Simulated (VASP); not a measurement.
Here is a VASP 6.6.1 calculation.

File INCAR:

```
PREC = Accurate
ENCUT = 520
EDIFF = 1E-7
ISMEAR = 0
SIGMA = 0.1
LREAL = F
LASPH = T
NELM = 100
ALGO = Normal
ISIF = 2
LWAVE = F
LCHARG = F
GGA = PE
NBANDS = 19
```

File KPOINTS:

```
regular mesh
0
Gamma
  6 6 4
```

File POSCAR:

```
Al3B2P
1.0
    5.4590804347      0.0000000000      0.0000000000
   -2.7295402173      4.7277023377      0.0000000000
    0.0000000000      0.0000000000      5.0474830095
Al B P
3 2 1
Direct
    0.5000000000      0.0000000000      0.0000000000
    0.0000000000      0.5000000000      0.0000000000
    0.5000000000      0.5000000000      0.0000000000
    0.0000000000      0.0000000000      0.3470393442
    0.0000000000      0.0000000000      0.6529606558
    0.0000000000      0.0000000000      0.0000000000
```

Potentials or basis: VASP PAW PBE potentials, release 64 (Al, B, P).

Run with:

```sh
$ cat potpaw_PBE.64/Al/POTCAR potpaw_PBE.64/B/POTCAR potpaw_PBE.64/P/POTCAR > POTCAR
$ mpirun -np 1 vasp_std > vasp.out
```

Task: What does it give for the pressure?

Result: 0.1 GPa.

Task: Predict the largest force.

Result: 0.013 eV/Å.

Task: Estimate the band gap on the k mesh.

Result: Zero (band 10 reaches 3.85 eV, above the bottom of band 11 at 1.63 eV).

Forces on the atoms (eV/Å):
```
Al   0.000  0.000  0.000
Al   0.000  0.000  0.000
Al   0.000  0.000  0.000
B    0.000  0.000 -0.013
B    0.000  0.000  0.013
P    0.000  0.000  0.000
```
